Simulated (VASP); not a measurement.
Runs of VASP 6.6.1 on LiBPt. The structure is that of space group P4/mmm (No. 123), or close to it. The cells are those of the table. The cell was built from a structure type or drawn by symmetry, and may not be a known phase.

```csv
task,cell,k mesh,cutoff (eV),gap on the mesh (eV),pressure (GPa),relaxed volume (Å³/atom)
relaxation of cell and atoms,"relaxed from a = 3.041, b = 3.041, c = 4.539 Å, 3 atoms",16 × 16 × 10,600,none,0.0,14.09
single point,"a = 2.813, b = 2.813, c = 3.951 Å, 3 atoms",6 × 6 × 4,520,none,-,-
relaxation of cell and atoms,"relaxed from a = 2.813, b = 2.813, c = 3.951 Å, 3 atoms",6 × 6 × 4,600,none,0.0,(a)
single point,"a = 3.041, b = 3.041, c = 4.539 Å, 3 atoms",6 × 6 × 4,520,none,-,-
single point,"a = 3.042, b = 3.042, c = 4.568 Å, 3 atoms",16 × 16 × 10,520,none,-,-
```

Alike in all rows: level PBE; potentials or basis VASP PAW PBE potentials, release 64 (Li_sv, B, Pt); no spin polarisation; smearing gaussian 0.1 eV.

**Question.** Estimate the missing entries.

**Answer.** (a) 14.03.

Caveats: some runs use coarse meshes; the cutoff is under 1.25 times the usual one of these potentials, so pressure, stress and relaxed cells hold a basis-set (Pulay) error; spin-orbit coupling is left out, which moves the levels of the heavy elements; the volume moved by over 15 % at a fixed basis, so the end points are rough (at least some runs).

A k mesh can miss the band edges, and the runs leave out spin-orbit coupling on Pt.

A gap of «none» marks levels without a gap at the run's occupations.
